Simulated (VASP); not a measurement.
# NaTiO2 (R-3m) in VASP: notebook

The runs below take NaTiO2 through single point, with LDA.

All numbers are computed with VASP 6.6.1; they aren't measurements. Logs are shortened: lines on timing, memory, paths and dates and some standing lists are left out, and cuts for length are marked.

## Step 1: The cell of the first run

The structure is trigonal, space group R-3m (No. 166). Conventional cell: a = 3.013 Å, b = 3.013 Å, c = 16.197 Å, α = 90.00°, β = 90.00°, γ = 120.00°. Na (site symmetry -3m) has 6 O at 2.35 Å and 6 Na at 3.01 Å within 3.1 Å. Ti (site symmetry -3m) has 6 O at 2.07 Å within 2.7 Å. Within 2.7 Å of O (site symmetry 3m) lie 3 Ti at 2.07 Å and 3 Na at 2.35 Å.

## Step 2: Single point, LDA, collinear spin, ferromagnetic start

INCAR

```
SYSTEM = NaTiO2
ALGO = Normal
EDIFF = 1E-6
ENCUT = 520
GGA = CA
ISIF = 2
ISMEAR = -1
ISPIN = 2
LASPH = .True.
LCHARG = .False.
LMAXMIX = 4
LORBIT = 11
LREAL = .False.
LWAVE = .False.
MAGMOM = 0 1 0 0
NBANDS = 28
NELM = 150
NUPDOWN = 1.0
PREC = Accurate
SIGMA = 0.03
```

KPOINTS

```
k-points
0
Gamma
  10 10 10
  0 0 0
```

POSCAR

```
NaTiO2
1.0
    1.5065914500      0.8698309792      5.3990454898
   -1.5065914500      0.8698309792      5.3990454898
    0.0000000000     -1.7396619584      5.3990454898
Na Ti O
1 1 2
Direct
    0.0000000000      0.0000000000      0.0000000000
    0.5000000000      0.5000000000      0.5000000000
    0.7638036100      0.7638036100      0.7638036100
    0.2361963900      0.2361963900      0.2361963900
```

Potentials or basis: VASP PAW LDA potentials, release 64 (Na_pv, Ti_sv, O).

Command:

```bash
$ cat potpaw_LDA.64/Na_pv/POTCAR potpaw_LDA.64/Ti_sv/POTCAR potpaw_LDA.64/O/POTCAR > POTCAR
$ mpirun -np 1 vasp_std > vasp.out
```

OUTCAR:

```text
SYSTEM = NaTiO2
   EDIFF = 1E-6
   ENCUT = 520
   GGA = CA
   ISIF = 2
   ISMEAR = -1
   ISPIN = 2
   LASPH = .True.
   LORBIT = 11
   LREAL = .False.
   NELM = 150
   NUPDOWN = 1.0
   PREC = Accurate

 ion  position               nearest neighbor table
   1  0.000  0.000  0.000-   3 2.35   4 2.35   3 2.35   3 2.35   4 2.35   4 2.35
   2  0.500  0.500  0.500-   4 2.07   3 2.07   4 2.07   4 2.07   3 2.07   3 2.07
   3  0.764  0.764  0.764-   2 2.07   2 2.07   2 2.07   1 2.35   1 2.35   1 2.35
   4  0.236  0.236  0.236-   2 2.07   2 2.07   2 2.07   1 2.35   1 2.35   1 2.35

  LATTYP: Found a trigonal (rhomboedric) cell.
 ALAT       =     5.6723994862
 COS(alpha) =     0.8589128780

  Lattice vectors:

 A1 = (   1.5065914500,   0.8698309792,   5.3990454898)
 A2 = (  -1.5065914500,   0.8698309792,   5.3990454898)
 A3 = (   0.0000000000,  -1.7396619584,   5.3990454898)

Analysis of symmetry for initial positions (statically):
=====================================================================
 Subroutine PRICEL returns:
 Original cell was already a primitive cell.

 Routine SETGRP: Setting up the symmetry group for a
 trigonal (rhombohedral) supercell.

 Subroutine GETGRP returns: Found 12 space group operations
 (whereof 12 operations were pure point group operations)
 out of a pool of 12 trial point group operations.

The static configuration has the point symmetry D_3d.

Analysis of symmetry for dynamics (positions and initial velocities):
=====================================================================
 Subroutine PRICEL returns:
 Original cell was already a primitive cell.

 Routine SETGRP: Setting up the symmetry group for a
 trigonal (rhombohedral) supercell.

 Subroutine GETGRP returns: Found 12 space group operations
 (whereof 12 operations were pure point group operations)
 out of a pool of 12 trial point group operations.

The dynamic configuration has the point symmetry D_3d.

Analysis of structural, dynamic, and magnetic symmetry:
=====================================================================
 Subroutine PRICEL returns:
 Original cell was already a primitive cell.

 Routine SETGRP: Setting up the symmetry group for a
 trigonal (rhombohedral) supercell.

 Subroutine GETGRP returns: Found 12 space group operations
 (whereof 12 operations were pure point group operations)
 out of a pool of 12 trial point group operations.

The overall configuration has the point symmetry D_3d.

 Subroutine INISYM returns: Found 12 space group operations
 (whereof 12 operations are pure point group operations),
 and found     1 'primitive' translations
[... 126 lines left out ...]
   AEXX    =    0.0000 exact exchange contribution
   IVDW    =     0    specifies the selected vdW correction
   LEPSILON=     F    determine dielectric tensor
   LRPA    =     F    only Hartree local field effects (RPA)
 spin polarized calculation
  energy-cutoff  :      520.00
  volume of cell :       42.45
 maximum number of plane-waves:      1179
   NGX = 21   NGY = 21   NGZ = 21

 number of electron      31.0000001 magnetization       1.0000000

 Free energy of the ion-electron system (eV)
  ---------------------------------------------------
  ext. energy  EPLUGINS =         0.00000000
  ---------------------------------------------------
  free energy    TOTEN  =       -31.72426759 eV

  energy without entropy =      -31.72051328  energy(sigma->0) =      -31.72239043

 E-fermi :   4.1126     XC(G=0): -11.7373

 val. band max:        7.1681021605   @ k =  -0.3000   0.5000   0.3000
 cond. band min:       6.6918120310   @ k =   0.5000   0.5000   0.0000
 fundamental gap:     -0.4762901294
 Fermi energy:         7.1797577905

 spin component 1

 k-point     1 :       0.0000    0.0000    0.0000
  band No.  band energies     occupation
      1     -50.7891      1.00000
      2     -27.4752      1.00000
      3     -27.2450      1.00000
      4     -27.2450      1.00000
      5     -17.3466      1.00000
      6     -17.1899      1.00000
[... 709 lines left out ...]
     26      21.3406      0.00000
     27      21.8752      0.00000

 [... further k-points ...]

 spin component 2

 k-point     1 :       0.0000    0.0000    0.0000
  band No.  band energies     occupation
      1     -50.0578      1.00000
      2     -26.7177      1.00000
      3     -26.5505      1.00000
      4     -26.5505      1.00000
      5     -17.3433      1.00000
      6     -17.1882      1.00000
[... 709 lines left out ...]
     26      21.4828      0.00000
     27      22.1328      0.00000

 [... further k-points ...]

 [bands above 27 left out]

------------------------ aborting loop because EDIFF is reached ----------------------------------------

  FORCE on cell =-STRESS in cart. coord.  units (eV):
  Direction    XX          YY          ZZ          XY          YZ          ZX
  --------------------------------------------------------------------------------------
  -------------------------------------------------------------------------------------
  Total       -2.1025633     -2.1025633     -1.7324230     -0.0000000      0.0000000      0.0000000
  in kB      -79.3525815    -79.3525815    -65.3831619     -0.0000000      0.0000000      0.0000000
  external PRESSURE =     -74.6961083 kB  Pullay stress =       0.0000000 kB

 VOLUME and BASIS-vectors are now :
 -----------------------------------------------------------------------------
  energy-cutoff  :      520.00
  volume of cell :       42.45
      direct lattice vectors                 reciprocal lattice vectors
     1.506591450  0.869830979  5.399045490     0.331874975  0.191608106  0.061739308
    -1.506591450  0.869830979  5.399045490    -0.331874975  0.191608106  0.061739308
     0.000000000 -1.739661958  5.399045490     0.000000000 -0.383216212  0.061739308

 POSITION                                       TOTAL-FORCE (eV/Angst)
 -----------------------------------------------------------------------------------
      0.00000      0.00000      0.00000         0.000000      0.000000      0.000000
      0.00000      0.00000      8.09857        -0.000000      0.000000     -0.000000
      0.00000      0.00000     12.37143        -0.000000     -0.000000      0.401772
      0.00000      0.00000      3.82571        -0.000000      0.000000     -0.401772
 -----------------------------------------------------------------------------------
    total drift:                                0.000000      0.000000     -0.000000

  FREE ENERGIE OF THE ION-ELECTRON SYSTEM (eV)
  ---------------------------------------------------
  free  energy   TOTEN  =       -31.7242675853 eV

  energy  without entropy=      -31.7205132817  energy(sigma->0) =      -31.72239043

 total charge

# of ion       s       p       d       tot
------------------------------------------
    1        0.069   6.010   0.000   6.079
    2        2.181   6.208   1.900  10.289
    3        1.544   3.466   0.000   5.010
    4        1.544   3.466   0.000   5.010
--------------------------------------------------
tot          5.337  19.151   1.900  26.388

 magnetization (x)

# of ion       s       p       d       tot
------------------------------------------
    1        0.001  -0.000   0.000   0.001
    2        0.007   0.005   0.785   0.797
    3       -0.001   0.017   0.000   0.016
    4       -0.001   0.017   0.000   0.016
--------------------------------------------------
tot          0.007   0.039   0.785   0.831
```

stdout:

```text
POSCAR found type information on POSCAR NaTiO
 POSCAR found :  3 types and       4 ions
 scaLAPACK will be used
 LDA part: xc-table for (Slater(with rela. corr.)+CA(PZ))
 , standard interpolation
 POSCAR, INCAR and KPOINTS ok, starting setup
 FFT: planning ... GRIDC
 FFT: planning ... GRID_SOFT
 FFT: planning ... GRID
 WAVECAR not read
 entering main loop
```

Run time: 7 min. Hardware: 1 thread of AMD EPYC 9R45 (Zen 5), shared host; peak memory 0.34 GiB.

Results:

* Free energy: -31.7243 eV
* Pressure: -7.5 GPa
* Largest force: 0.402 eV/Å
* Net moment: 1.00 μB per cell
* Site moments: Na +0.00; Ti +0.80; O +0.02 μB
* Valence electrons inside the program's atomic spheres: Na 6.08; Ti 10.29; O 5.01

Forces in eV/Å, atoms in the order of the input:
```
Na   0.000  0.000  0.000
Ti   0.000  0.000  0.000
O    0.000  0.000  0.402
O    0.000  0.000 -0.402
```

Stress tensor (GPa, compression positive):
```
-7.94  0.00  0.00
 0.00 -7.94  0.00
 0.00  0.00 -6.54
```

Caveat: the total moment is fixed, so each spin has its own Fermi level.

## Step 3: Single point, LDA, collinear spin, ferromagnetic start

INCAR

```
ALGO = Normal ; EDIFF = 1E-6
ENCUT = 520 ; GGA = CA
ISIF = 2 ; ISMEAR = -1
ISPIN = 2 ; LASPH = T
LCHARG = F ; LMAXMIX = 4
LORBIT = 11 ; LREAL = F
LWAVE = F ; MAGMOM = 0 1.4 0 0
NBANDS = 28 ; NELM = 150
NUPDOWN = 1.4 ; PREC = Accurate
SIGMA = 0.03
```

KPOINTS

```
k-points
0
Gamma
  10 10 10
```

POSCAR is that of step 2.

Potentials or basis: VASP PAW LDA potentials, release 64 (Na_pv, Ti_sv, O).

Command:

```bash
$ cat potpaw_LDA.64/Na_pv/POTCAR potpaw_LDA.64/Ti_sv/POTCAR potpaw_LDA.64/O/POTCAR > POTCAR
$ mpirun -np 1 vasp_std > vasp.out
```

OUTCAR:

```text
EDIFF = 1E-6
   ENCUT = 520
   GGA = CA
   ISIF = 2
   ISMEAR = -1
   ISPIN = 2
   LASPH = T
   LORBIT = 11
   LREAL = F
   NELM = 150
   NUPDOWN = 1.4
   PREC = Accurate

 ion  position               nearest neighbor table
   1  0.000  0.000  0.000-   3 2.35   4 2.35   3 2.35   3 2.35   4 2.35   4 2.35
   2  0.500  0.500  0.500-   4 2.07   3 2.07   4 2.07   4 2.07   3 2.07   3 2.07
   3  0.764  0.764  0.764-   2 2.07   2 2.07   2 2.07   1 2.35   1 2.35   1 2.35
   4  0.236  0.236  0.236-   2 2.07   2 2.07   2 2.07   1 2.35   1 2.35   1 2.35

  LATTYP: Found a trigonal (rhomboedric) cell.
 ALAT       =     5.6723994862
 COS(alpha) =     0.8589128780

  Lattice vectors:

 A1 = (   1.5065914500,   0.8698309792,   5.3990454898)
 A2 = (  -1.5065914500,   0.8698309792,   5.3990454898)
 A3 = (   0.0000000000,  -1.7396619584,   5.3990454898)

[... 1642 lines left out ...]
     27      22.2009      0.00000

 [... further k-points ...]

 [bands above 27 left out]

------------------------ aborting loop because EDIFF is reached ----------------------------------------

  FORCE on cell =-STRESS in cart. coord.  units (eV):
  Direction    XX          YY          ZZ          XY          YZ          ZX
  --------------------------------------------------------------------------------------
  -------------------------------------------------------------------------------------
  Total       -1.2981626     -1.2981626     -1.0200726      0.0000000      0.0000000      0.0000000
  in kB      -48.9937936    -48.9937936    -38.4984323      0.0000000      0.0000000      0.0000000
  external PRESSURE =     -45.4953398 kB  Pullay stress =       0.0000000 kB

 VOLUME and BASIS-vectors are now :
 -----------------------------------------------------------------------------
  energy-cutoff  :      520.00
  volume of cell :       42.45
      direct lattice vectors                 reciprocal lattice vectors
     1.506591450  0.869830979  5.399045490     0.331874975  0.191608106  0.061739308
    -1.506591450  0.869830979  5.399045490    -0.331874975  0.191608106  0.061739308
     0.000000000 -1.739661958  5.399045490     0.000000000 -0.383216212  0.061739308

 POSITION                                       TOTAL-FORCE (eV/Angst)
 -----------------------------------------------------------------------------------
      0.00000      0.00000      0.00000         0.000000      0.000000     -0.000000
      0.00000      0.00000      8.09857         0.000000      0.000000      0.000000
      0.00000      0.00000     12.37143         0.000000     -0.000000      0.053339
      0.00000      0.00000      3.82571         0.000000     -0.000000     -0.053339
 -----------------------------------------------------------------------------------
    total drift:                                0.000000      0.000000     -0.000000

  FREE ENERGIE OF THE ION-ELECTRON SYSTEM (eV)
  ---------------------------------------------------
  free  energy   TOTEN  =       -30.8761892169 eV

  energy  without entropy=      -30.8691123864  energy(sigma->0) =      -30.87265080

 total charge

# of ion       s       p       d       tot
------------------------------------------
    1        0.069   6.010   0.000   6.079
    2        2.177   6.199   1.962  10.337
    3        1.546   3.451   0.000   4.997
    4        1.546   3.451   0.000   4.997
--------------------------------------------------
tot          5.338  19.111   1.962  26.411

 magnetization (x)

# of ion       s       p       d       tot
------------------------------------------
    1        0.001  -0.000   0.000   0.001
    2        0.007   0.008   0.927   0.941
    3        0.000   0.107   0.000   0.108
    4        0.000   0.107   0.000   0.108
--------------------------------------------------
tot          0.008   0.222   0.927   1.157
```

OSZICAR:

```text
N       E                     dE             d eps       ncg     rms          rms(c)
DAV:   1     0.357877765040E+03    0.35788E+03   -0.14922E+04 13352   0.136E+03
DAV:   2     0.197612431972E+01   -0.35590E+03   -0.32787E+03 13328   0.411E+02
DAV:   3    -0.345829849107E+02   -0.36559E+02   -0.35831E+02 18400   0.126E+02
DAV:   4    -0.362277985885E+02   -0.16448E+01   -0.16272E+01 18416   0.222E+01
DAV:   5    -0.362671966707E+02   -0.39398E-01   -0.39387E-01 15068   0.295E+00    0.178E+01
DAV:   6    -0.312158104059E+02    0.50514E+01   -0.14883E+01 16668   0.449E+01    0.772E+00
DAV:   7    -0.309511038356E+02    0.26471E+00   -0.20609E+00 14344   0.140E+01    0.514E+00
DAV:   8    -0.308789137548E+02    0.72190E-01   -0.24643E-01 15188   0.451E+00    0.124E+00
DAV:   9    -0.308800341345E+02   -0.11204E-02   -0.32957E-02 16396   0.146E+00    0.675E-01
DAV:  10    -0.308763828492E+02    0.36513E-02   -0.41927E-03 14836   0.806E-01    0.232E-01
DAV:  11    -0.308762047189E+02    0.17813E-03   -0.20619E-03 14980   0.440E-01    0.530E-02
DAV:  12    -0.308761861400E+02    0.18579E-04   -0.14751E-04 14464   0.121E-01    0.262E-02
DAV:  13    -0.308761886872E+02   -0.25472E-05   -0.27333E-05 16424   0.450E-02    0.184E-02
DAV:  14    -0.308761892169E+02   -0.52967E-06   -0.60234E-06 14924   0.272E-02
   1 F= -.30876189E+02 E0= -.30872651E+02  d E =-.707683E-02  mag=     1.4000
```

Run time: 6.6 min. Hardware: 1 thread of AMD EPYC 9R45 (Zen 5), shared host; peak memory 0.34 GiB.

What came out:

```yaml
Free_energy: -30.8762 eV
Pressure: -4.5 GPa
Largest_force: 0.053 eV/Å
Net_moment: 1.40 μB per cell
Site_moments: Na +0.00; Ti +0.94; O +0.11 μB
Valence_electrons_inside_the_program's_atomic_spheres: Na 6.08; Ti 10.34; O 5.00
```

Forces in eV/Å, atoms in the order of the input:
```
Na   0.000  0.000  0.000
Ti   0.000  0.000  0.000
O    0.000  0.000  0.053
O    0.000  0.000 -0.053
```

Caveat: the total moment is fixed, so each spin has its own Fermi level.

## Step 4: Single point, LDA, collinear spin, ferromagnetic start

INCAR

```
SYSTEM = NaTiO2
PREC = Accurate
ENCUT = 520
EDIFF = 1E-6
ISMEAR = -1
SIGMA = 0.03
LREAL = .False.
LASPH = .True.
NELM = 150
ALGO = Normal
ISIF = 2
LWAVE = .False.
LCHARG = .False.
ISPIN = 2
MAGMOM = 0 0.2 0 0
LORBIT = 11
NUPDOWN = 0.2
LMAXMIX = 4
NBANDS = 28
```

KPOINTS

```
regular mesh
0
Gamma
  10 10 10
  0 0 0
```

POSCAR is that of step 3.

Command:

```bash
$ cat potpaw_LDA.64/Na_pv/POTCAR potpaw_LDA.64/Ti_sv/POTCAR potpaw_LDA.64/O/POTCAR > POTCAR
$ mpirun -np 1 vasp_std > vasp.out
```

It took 14 min on 1 thread of Oxide Virtual Turin-like, shared host; peak memory 0.34 GiB.

It converged, with:

* Free energy: -31.7929 eV
* Pressure: -9.0 GPa
* Largest force: 0.157 eV/Å
* Net moment: 0.20 μB per cell
* Site moments: Na +0.00; Ti +0.16; O +0.00 μB
* Valence electrons inside the program's atomic spheres: Na 6.08; Ti 10.28; O 5.01

Forces in eV/Å, atoms in the order of the input:
```
Na   0.000  0.000  0.000
Ti   0.000  0.000  0.000
O    0.000  0.000  0.157
O    0.000  0.000 -0.157
```

Stress tensor (GPa, compression positive):
```
-11.14   0.00   0.00
  0.00 -11.14   0.00
  0.00   0.00  -4.68
```

Caveat: the total moment is fixed, so each spin has its own Fermi level.

## Step 5: Single point, LDA, collinear spin, ferromagnetic start

INCAR

```
SYSTEM = NaTiO2
ALGO     = Normal         ! electronic algorithm
EDIFF    = 1E-7           ! SCF threshold, eV
ENCUT    = 520            ! plane-wave cutoff, eV
ISIF     = 2              ! what is computed and relaxed
ISMEAR   = -1             ! smearing method
ISPIN    = 2              ! spin polarisation
LASPH    = .True.         ! aspherical terms in the spheres
LCHARG   = .False.        ! write CHGCAR
LMAXMIX  = 4              ! l up to which the mixer works
LORBIT   = 11             ! projections on sites
LREAL    = .False.        ! projectors in reciprocal space
LWAVE    = .False.        ! write WAVECAR
MAGMOM   = 0 0.35 0 0     ! initial moments
NBANDS   = 28             ! bands
NELM     = 150            ! most SCF steps
NUPDOWN  = 0.35           ! fixed moment
PREC     = Accurate       ! precision mode
SIGMA    = 0.03           ! smearing width, eV
```

KPOINTS

```
k-points
0
Gamma
  10 10 10
  0 0 0
```

POSCAR is that of step 4.

Command:

```bash
$ cat potpaw_LDA.64/Na_pv/POTCAR potpaw_LDA.64/Ti_sv/POTCAR potpaw_LDA.64/O/POTCAR > POTCAR
$ mpirun -np 1 vasp_std > vasp.out
```

Wall time 14 min (1 thread of Oxide Virtual Turin-like, shared host); peak memory 0.34 GiB.

Results (log left out):

| Quantity | Value |
| --- | --- |
| Free energy | -31.7883 eV |
| Pressure | -8.9 GPa |
| Largest force | 0.193 eV/Å |
| Net moment | 0.35 μB per cell |
| Site moments | Na +0.00; Ti +0.28; O +0.01 μB |
| Valence electrons inside the program's atomic spheres | Na 6.08; Ti 10.28; O 5.01 |

Forces on the atoms (eV/Å):
```
Na   0.000  0.000  0.000
Ti   0.000  0.000  0.000
O    0.000  0.000  0.193
O    0.000  0.000 -0.193
```

Stress tensor (GPa, compression positive):
```
-10.78   0.00   0.00
  0.00 -10.78   0.00
  0.00   0.00  -5.02
```

Caveat: the total moment is fixed, so each spin has its own Fermi level.

## Step 6: The runs side by side

| fixed moment (μB) | pressure (GPa) | moment (μB) | largest force (eV/Å) |
| --- | --- | --- | --- |
| 1.0 | -7.5 | 1.00 | 0.40 |
| 1.4 | -4.5 | 1.40 | 0.05 |
| 0.2 | -9.0 | 0.20 | 0.16 |
| 0.35 | -8.9 | 0.35 | 0.19 |

Alike in all rows: task single point; level LDA; potentials or basis VASP PAW LDA potentials, release 64 (Na_pv, Ti_sv, O); spin collinear, ferromagnetic start; cell as given; k mesh 10 × 10 × 10; cutoff (eV) 520; smearing fermi-dirac 0.03 eV.

Caveats: the total moment is fixed, so each spin has its own Fermi level.

Absolute energies hang on the potentials; compare differences alone.
